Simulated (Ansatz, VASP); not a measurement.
# B in VASP and in Ansatz

INCAR

```
SYSTEM = B
PREC = Accurate
ENCUT = 520
EDIFF = 1E-7
ISMEAR = 1
SIGMA = 0.3
LREAL = .False.
LASPH = .True.
NELM = 100
ALGO = Normal
ISIF = 2
LWAVE = .False.
LCHARG = .True.
GGA = CA
LELF = .True.
LVHAR = .True.
NBANDS = 8
```

KPOINTS

```
regular mesh
0
Gamma
  19 19 8
  0 0 0
```

POSCAR

```
B
1.0
    1.7412650244      0.0000000000      0.0000000000
   -0.8706325122      1.5079796515      0.0000000000
    0.0000000000      0.0000000000      3.7183438059
B
1
Direct
    0.0000000000      0.0000000000      0.0000000000
```

Input for Ansatz:

```yaml
crystal:
  lattice:
    - [1.741265024410829, 0.0, 0.0]
    - [-0.8706325122054145, 1.507979651490237, 0.0]
    - [0.0, 0.0, 3.7183438058912643]
  atoms:
    - { symbol: B, position: [0.0, 0.0, 0.0] }
basis:
  ecutwfc: 470.0
kpoints:
  mp_grid:
    grid: [19, 19, 8]
hamiltonian:
  xc: lda
scf:
  mixing:
    algorithm: msr1
  occupations:
    method: cold
    width: 0.3
output:
  stress: true
```

Alike in both runs: task single point; functional LDA; k mesh 19 × 19 × 8; no spin polarisation.

```csv
,VASP,Ansatz
version,VASP 6.6.1,Ansatz 0.2.0
potentials or method,"VASP PAW LDA potentials, release 64 (B), cutoff 520 eV","plane waves, PAW"
occupations,"methfessel-paxton of order 1, width 0.3 eV","cold, width 0.3 eV"
valence electrons in the cell,3,3
```

|  | VASP | Ansatz | Ansatz less VASP |
| --- | --- | --- | --- |
| pressure (GPa) | -13.7 | -13.8 | -0.10 |
| traceless stress, the component that is largest in VASP (GPa) | 12.97 | 13.02 | +0.050 |

LDA's correlation is that of Perdew and Zunger in VASP and of Perdew and Wang (1992) in Ansatz.
